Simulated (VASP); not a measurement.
GdIrF:

```
Gd Ir F
1.0
     3.80407    0.00000    0.00000
     0.00000    3.80407    0.00000
     0.00000    0.00000    4.39231
Gd Ir F
1 1 1
Direct
  0.50000 0.50000 0.50000
  0.00000 0.00000 0.00000
  0.50000 0.50000 0.00000
```

The cell was generated, and may not be a known phase.

* Program: VASP 6.6.1
* Task: relaxation of cell and atoms
* Functional: PBE
* Potentials or basis: VASP PAW PBE potentials, release 64 (Gd, Ir, F)
* Cutoff: 600 eV
* k mesh: 4 × 4 × 4
* Occupations: gaussian, width 0.1 eV
* Spin: collinear spin, ferromagnetic start
* Starting moments: [7.0, 1.0, 0.0] μB

At the start: pressure -5.6 GPa; volume 21.19 Å³/atom.

Where does the relaxation end?

Over 11 steps the energy falls by 30.5 meV/atom and the volume is 19.34 Å³/atom (-8.7 %); space group P4/mmm (No. 123, to 0.1 Å) before and after; moment 6.90 μB per cell.

Step by step:
```csv
step,energy change (eV),largest force (eV/Å),pressure (GPa),volume (Å³)
1,0.0000,0.0000,-5.60,63.56
2,-0.0035,0.0000,5.34,56.98
3,-0.0683,0.0000,-1.08,60.07
4,-0.0682,0.0000,-0.48,59.90
5,-0.0683,0.0000,-0.64,59.97
6,-0.0899,0.0000,0.23,58.37
7,-0.0910,0.0000,0.28,58.05
8,-0.0904,0.0000,0.69,57.40
9,-0.0912,0.0000,0.43,57.79
10,-0.0910,0.0000,-0.53,58.27
11,-0.0916,0.0000,0.03,58.01
```

Final structure:
```
Gd Ir F
1.0
     3.66395    0.00000    0.00000
     0.00000    3.66395    0.00000
     0.00000    0.00000    4.32117
Gd Ir F
1 1 1
Direct
  0.50000 0.50000 0.50000
  0.00000 0.00000 0.00000
  0.50000 0.50000 0.00000
```

Caveat: the k points lie up to 0.43 Å⁻¹ apart in the final cell; a cell with one magnetic atom can't hold antiferromagnetic order, which such compounds often take; semilocal functionals describe open f shells poorly, which spoils levels, moments and volumes.
